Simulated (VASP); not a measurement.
# MnO2 (P4_2/mnm) in VASP: further runs

Runs on MnO2. Level: PBE+D3(BJ)+U. Tasks: single point, relaxation of shape and atoms at fixed volume.

Everything below comes from runs of VASP 6.6.1. Logs are shortened: lines on timing, memory, paths and dates and some standing lists are left out, and cuts for length are marked.

## 1. The cell of the first run

The structure is tetragonal, space group P4_2/mnm (No. 136). The conventional cell has a = 4.495 Å, b = 4.495 Å, c = 2.964 Å, α = 90.00°, β = 90.00°, γ = 90.00°. Within 2.6 Å of Mn (site symmetry mmm) lie 6 O at 1.93 to 1.95 Å. O (site symmetry m2m) has 3 Mn at 1.93 to 1.95 Å and 1 O at 2.46 Å within 2.6 Å.

## 2. Single point, PBE+D3(BJ)+U, collinear spin (9.98 Å³/atom)

Contents of INCAR:

```
PREC = Accurate
ENCUT = 700
EDIFF = 1E-6
ISMEAR = 0
SIGMA = 0.05
LREAL = F
LASPH = T
NELM = 200
ALGO = Normal
ISIF = 2
LWAVE = F
LCHARG = F
ISPIN = 2
MAGMOM = 3.12 3.12 -0.13 -0.13 -0.13 -0.13
LORBIT = 11
LMAXMIX = 4
LDAU = T
LDAUTYPE = 2
LDAUL = 2 -1
LDAUU = 3.9 0
LDAUJ = 0 0
LDAUPRINT = 1
GGA = PE
IVDW = 12
NBANDS = 40
GGA_COMPAT = F
```

Contents of KPOINTS:

```
regular mesh
0
Gamma
  6 6 8
```

Contents of POSCAR:

```
MnO2
1.0
    4.4948267195      0.0000000000      0.0000000000
    0.0000000000      4.4948267195      0.0000000000
    0.0000000000      0.0000000000      2.9641418078
Mn O
2 4
Direct
    0.0000000000      0.0000000000      0.0000000000
    0.5000000000      0.5000000000      0.5000000000
    0.3065422319      0.3065422319      0.0000000000
    0.1934577681      0.8065422319      0.5000000000
    0.6934577681      0.6934577681      0.0000000000
    0.8065422319      0.1934577681      0.5000000000
```

Potentials or basis: VASP PAW PBE potentials, release 64 (Mn_sv, O).

Started as:

```console
> cat potpaw_PBE.64/Mn_sv/POTCAR potpaw_PBE.64/O/POTCAR > POTCAR
> mpirun -np 1 vasp_std > vasp.out
```

OUTCAR:

```text
PREC = Accurate
   ENCUT = 700
   EDIFF = 1E-6
   ISMEAR = 0
   LREAL = F
   LASPH = T
   NELM = 200
   ISIF = 2
   ISPIN = 2
   LORBIT = 11
   GGA = PE
   IVDW = 12
 IVDW          = 12

 ion  position               nearest neighbor table
   1  0.000  0.000  0.000-   4 1.93   6 1.93   4 1.93   6 1.93   5 1.95   3 1.95
   2  0.500  0.500  0.500-   3 1.93   3 1.93   5 1.93   5 1.93   4 1.95   6 1.95
   3  0.307  0.307  0.000-   2 1.93   2 1.93   1 1.95
   4  0.193  0.807  0.500-   1 1.93   1 1.93   2 1.95
   5  0.693  0.693  0.000-   2 1.93   2 1.93   1 1.95
   6  0.807  0.193  0.500-   1 1.93   1 1.93   2 1.95

  LATTYP: Found a simple tetragonal cell.
 ALAT       =     4.4948267195
 C/A-ratio  =     0.6594563023

  Lattice vectors:

 A1 = (   4.4948267195,   0.0000000000,   0.0000000000)
 A2 = (   0.0000000000,   4.4948267195,   0.0000000000)
 A3 = (   0.0000000000,   0.0000000000,   2.9641418078)

Analysis of symmetry for initial positions (statically):
=====================================================================
 Subroutine PRICEL returns:
 Original cell was already a primitive cell.

 Routine SETGRP: Setting up the symmetry group for a
 simple tetragonal supercell.

 Subroutine GETGRP returns: Found 16 space group operations
 (whereof  8 operations were pure point group operations)
 out of a pool of 16 trial point group operations.

The static configuration has the point symmetry D_2h.
 The point group associated with its full space group is D_4h.

Analysis of symmetry for dynamics (positions and initial velocities):
=====================================================================
 Subroutine PRICEL returns:
 Original cell was already a primitive cell.

 Routine SETGRP: Setting up the symmetry group for a
 simple tetragonal supercell.

 Subroutine GETGRP returns: Found 16 space group operations
 (whereof  8 operations were pure point group operations)
 out of a pool of 16 trial point group operations.

The dynamic configuration has the point symmetry D_2h.
 The point group associated with its full space group is D_4h.

Analysis of structural, dynamic, and magnetic symmetry:
=====================================================================
[... 223 lines left out ...]
  o =  0.4563  v = -0.8465  0.0000 -0.5324  0.0000  0.0000  0.0000  0.0000  0.0000  0.0000  0.0000      0.0000  0.0000  0.0000  0.0000  0.0000  0.0000  0.0000  0.0000  0.0000  0.0000
  o =  0.9193  v = -0.5324  0.0000  0.8465  0.0000 -0.0000  0.0000  0.0000  0.0000  0.0000  0.0000      0.0000  0.0000  0.0000  0.0000  0.0000  0.0000  0.0000  0.0000  0.0000  0.0000
  o =  0.9295  v =  0.0000  0.7071  0.0000 -0.7071  0.0000  0.0000  0.0000  0.0000  0.0000  0.0000      0.0000  0.0000  0.0000  0.0000  0.0000  0.0000  0.0000  0.0000  0.0000  0.0000
  o =  0.9366  v =  0.0000 -0.0000  0.0000  0.0000  1.0000  0.0000  0.0000  0.0000  0.0000  0.0000      0.0000  0.0000  0.0000  0.0000  0.0000  0.0000  0.0000  0.0000  0.0000  0.0000

 number of electron      54.0000008 magnetization       6.0572864

 Free energy of the ion-electron system (eV)
  ---------------------------------------------------
  ext. energy  EPLUGINS =         0.00000000
  ---------------------------------------------------
  free energy    TOTEN  =       -42.77941244 eV

  energy without entropy =      -42.77855184  energy(sigma->0) =      -42.77898214

 E-fermi :   5.4501     XC(G=0): -11.6332

 val. band max:        5.4313135824   @ k =   0.3333   0.1667   0.5000
 cond. band min:       5.4849854909   @ k =   0.0000   0.0000   0.0000
 fundamental gap:      0.0536719085
 Fermi energy:         5.4500987826

 spin component 1

 k-point     1 :       0.0000    0.0000    0.0000
  band No.  band energies     occupation
      1     -76.7972      1.00000
      2     -76.7954      1.00000
      3     -45.4696      1.00000
      4     -45.4643      1.00000
      5     -45.4393      1.00000
      6     -45.4393      1.00000
[... 2009 lines left out ...]
     38      19.8747      0.00000
     39      21.2835      0.00000

 [... further k-points ...]

 [bands above 39 left out]

------------------------ aborting loop because EDIFF is reached ----------------------------------------

 Edisp (eV)   -0.89853

 E8    (eV) :    -0.3231

  FORCE on cell =-STRESS in cart. coord.  units (eV):
  Direction    XX          YY          ZZ          XY          YZ          ZX
  --------------------------------------------------------------------------------------
  -------------------------------------------------------------------------------------
  Total      -3.31624    -3.31624    -4.11493     0.00000     0.00000     0.00000
  in kB     -88.72197   -88.72197  -110.09008     0.00000     0.00000     0.00000
  external pressure =      -95.84 kB  Pullay stress =        0.00 kB

 VOLUME and BASIS-vectors are now :
 -----------------------------------------------------------------------------
  energy-cutoff  :      700.00
  volume of cell :       59.89
      direct lattice vectors                 reciprocal lattice vectors
     4.494826719  0.000000000  0.000000000     0.222477987  0.000000000  0.000000000
     0.000000000  4.494826719  0.000000000     0.000000000  0.222477987  0.000000000
     0.000000000  0.000000000  2.964141808     0.000000000  0.000000000  0.337365776

 POSITION                                       TOTAL-FORCE (eV/Angst)
 -----------------------------------------------------------------------------------
      0.00000      0.00000      0.00000         0.000000      0.000000      0.000000
      2.24741      2.24741      1.48207         0.000000      0.000000      0.000000
      1.37785      1.37785      0.00000         0.020606      0.020606      0.000000
      0.86956      3.62527      1.48207        -0.020606      0.020606      0.000000
      3.11697      3.11697      0.00000        -0.020606     -0.020606     -0.000000
      3.62527      0.86956      1.48207         0.020606     -0.020606     -0.000000
 -----------------------------------------------------------------------------------
    total drift:                                0.000000      0.000000     -0.000000

  FREE ENERGIE OF THE ION-ELECTRON SYSTEM (eV)
  ---------------------------------------------------
  free  energy   TOTEN  =       -43.6779455922 eV

  energy  without entropy=      -43.6770849925  energy(sigma->0) =      -43.67751529

 total charge

# of ion       s       p       d       tot
------------------------------------------
    1        2.191   6.096   4.343  12.630
    2        2.191   6.096   4.343  12.630
    3        1.562   3.451   0.000   5.013
    4        1.562   3.451   0.000   5.013
    5        1.562   3.451   0.000   5.013
    6        1.562   3.451   0.000   5.013
--------------------------------------------------
tot         10.629  25.995   8.686  45.310

 magnetization (x)

# of ion       s       p       d       tot
------------------------------------------
    1        0.017   0.014   2.997   3.028
    2        0.017   0.014   2.997   3.028
    3       -0.002  -0.058   0.000  -0.059
    4       -0.002  -0.058   0.000  -0.059
    5       -0.002  -0.058   0.000  -0.059
    6       -0.002  -0.058   0.000  -0.059
--------------------------------------------------
tot          0.028  -0.202   5.993   5.819
```

Wall time 8 min (1 thread of Intel Xeon Platinum 8259CL at 2.50GHz (Skylake/Cascade Lake), shared host); peak memory 0.41 GiB.

What came out:

| Item | Value |
| --- | --- |
| Free energy | -43.6779 eV |
| Pressure | -9.6 GPa |
| Largest force | 0.029 eV/Å |
| Net moment | 6.06 μB per cell |
| Site moments | Mn +3.03; O -0.06 μB |
| Valence electrons inside the program's atomic spheres | Mn 12.63; O 5.01 |
| Dispersion energy per atom | -0.150 eV |

Forces in eV/Å, atoms in the order of the input:
```
Mn   0.000  0.000  0.000
Mn   0.000  0.000  0.000
O    0.021  0.021  0.000
O   -0.021  0.021  0.000
O   -0.021 -0.021  0.000
O    0.021 -0.021  0.000
```

Eigenvalues of the final occupation matrices:
```
    site  spin  trace               eigenvalues
site 1 d     1   3.69  0.44 0.46 0.92 0.93 0.94
site 1 d     2   0.68  0.05 0.08 0.09 0.22 0.25
site 2 d     1   3.69  0.44 0.46 0.92 0.93 0.94
site 2 d     2   0.68  0.05 0.08 0.09 0.22 0.25
```

Caveat: the cell stands under tension.

## 3. Relaxation of shape and atoms at fixed volume, PBE+D3(BJ)+U, collinear spin (9.98 Å³/atom)

Contents of INCAR:

```
SYSTEM = MnO2
PREC     = Accurate       ! precision mode
ENCUT    = 600            ! plane-wave cutoff, eV
EDIFF    = 1E-6           ! SCF threshold, eV
ISMEAR   = 0              ! smearing method
SIGMA    = 0.05           ! smearing width, eV
LREAL    = .False.        ! projectors in reciprocal space
LASPH    = .True.         ! aspherical terms in the spheres
NELM     = 150            ! most SCF steps
ALGO     = Normal         ! electronic algorithm
ISIF     = 4              ! what is computed and relaxed
LWAVE    = .False.        ! write WAVECAR
LCHARG   = .False.        ! write CHGCAR
ISPIN    = 2              ! spin polarisation
MAGMOM   = 3.12 3.12 -0.13 -0.13 -0.13 -0.13 ! initial moments
LORBIT   = 11             ! projections on sites
LMAXMIX  = 4              ! l up to which the mixer works
LDAU     = .True.         ! DFT+U
LDAUTYPE = 2            
LDAUL    = 2 -1           ! shell
LDAUU    = 3.9 0          ! U, eV
LDAUJ    = 0 0          
LDAUPRINT= 1            
GGA      = PE             ! functional
IVDW     = 12             ! dispersion correction
IBRION   = 2              ! ionic algorithm
NSW      = 60             ! ionic steps
EDIFFG   = -0.01          ! ionic threshold
```

Contents of KPOINTS:

```
Automatic mesh
0
Gamma
  6 6 8
  0 0 0
```

Contents of POSCAR:

```
MnO2
1.0
    4.4925403001      0.0000000000      0.0000000000
    0.0000000000      4.4925403001      0.0000000000
    0.0000000000      0.0000000000      2.9671596976
Mn O
2 4
Direct
    0.0000000000      0.0000000000      0.0000000000
    0.5000000000      0.5000000000      0.5000000000
    0.3061767081      0.3061767081      0.0000000000
    0.1938232919      0.8061767081      0.5000000000
    0.6938232919      0.6938232919      0.0000000000
    0.8061767081      0.1938232919      0.5000000000
```

Potentials or basis: VASP PAW PBE potentials, release 64 (Mn_pv, O).

Started as:

```console
> cat potpaw_PBE.64/Mn_pv/POTCAR potpaw_PBE.64/O/POTCAR > POTCAR
> mpirun -np 1 vasp_std > vasp.out
```

It took 10 min on 1 thread of Oxide Virtual Turin-like, shared host; peak memory 0.3 GiB.

It converged, with:

```yaml
Free_energy: -43.2732 eV
Energy_gained_by_relaxing: 0.1 meV/atom
Ionic_steps: 6
Pressure_after_relaxing: -6.3 GPa
Net_moment: 6.09 μB per cell
Site_moments: Mn +3.18; O -0.09 μB
Valence_electrons_inside_the_program's_atomic_spheres: Mn 11.51; O 5.00
Dispersion_energy_per_atom: -0.150 eV
```

The path:
```tsv
step	energy change (eV)	largest force (eV/Å)	pressure (GPa)	volume (Å³)
1	0.0000	0.0272	-6.39	59.89
2	-0.0005	0.0119	-6.22	59.89
3	-0.0005	0.0174	-6.33	59.89
4	-0.0005	0.0170	-6.32	59.89
5	-0.0005	0.0149	-6.25	59.89
6	-0.0005	0.0016	-6.28	59.89
```

Final structure:
```yaml
crystal:
  lattice:
    - [4.49803, 0.00000, 0.00000]
    - [0.00000, 4.49803, 0.00000]
    - [0.00000, 0.00000, 2.95993]
  atoms:
    - { symbol: Mn, position: [0.00000, 0.00000, 0.00000] }
    - { symbol: Mn, position: [0.50000, 0.50000, 0.50000] }
    - { symbol: O, position: [0.30629, 0.30629, 0.00000] }
    - { symbol: O, position: [0.19371, 0.80629, 0.50000] }
    - { symbol: O, position: [0.69371, 0.69371, 0.00000] }
    - { symbol: O, position: [0.80629, 0.19371, 0.50000] }
```

Levels at points of the mesh, in eV from the Fermi level:
Spin up:
```
           k point  band 24  band 25  band 26  band 27  band 28  band 29  band 30  band 31  band 32  band 33
(0.00, 0.00, 0.00)    -1.06    -0.92    -0.59    -0.36    -0.36     0.13     2.65     2.65     3.08     7.51
(0.50, 0.00, 0.00)    -1.41    -1.40    -1.40    -0.62    -0.62     2.08     2.08     2.50     2.50     9.93
(0.50, 0.50, 0.00)    -1.79    -1.23    -1.23    -0.11    -0.11     1.06     1.06     2.61     2.61    11.36
(0.00, 0.00, 0.50)    -2.54    -1.14    -1.14    -0.32    -0.32     1.09     1.09     1.54     1.54    12.38
(0.50, 0.00, 0.50)    -3.06    -1.01    -1.01    -0.38    -0.38    -0.07    -0.07     3.10     3.10    12.37
(0.50, 0.50, 0.50)    -2.60    -0.59    -0.59    -0.41    -0.41     1.57     1.57     1.80     1.80    11.95
```
Spin down:
| k point | band 20 | band 21 | band 22 | band 23 | band 24 | band 25 |
| --- | --- | --- | --- | --- | --- | --- |
| (0.00, 0.00, 0.00) | -0.42 | -0.42 | 0.24 | 2.11 | 2.18 | 2.46 |
| (0.50, 0.00, 0.00) | -2.18 | -0.58 | -0.58 | 2.65 | 2.65 | 2.99 |
| (0.50, 0.50, 0.00) | -1.70 | -1.34 | -1.34 | 2.04 | 2.04 | 2.46 |
| (0.00, 0.00, 0.50) | -2.07 | -1.58 | -1.58 | 2.93 | 2.93 | 3.10 |
| (0.50, 0.00, 0.50) | -1.93 | -0.92 | -0.92 | 2.23 | 2.23 | 2.79 |
| (0.50, 0.50, 0.50) | -0.98 | -0.82 | -0.82 | 2.82 | 2.82 | 3.09 |

Eigenvalues of the final occupation matrices:
```tsv
site	spin	trace	eigenvalues
site 1 d	1	3.96	0.54 0.54 0.95 0.96 0.97
site 1 d	2	0.83	0.06 0.09 0.10 0.27 0.31
site 2 d	1	3.96	0.54 0.54 0.95 0.96 0.97
site 2 d	2	0.83	0.06 0.09 0.10 0.27 0.31
```
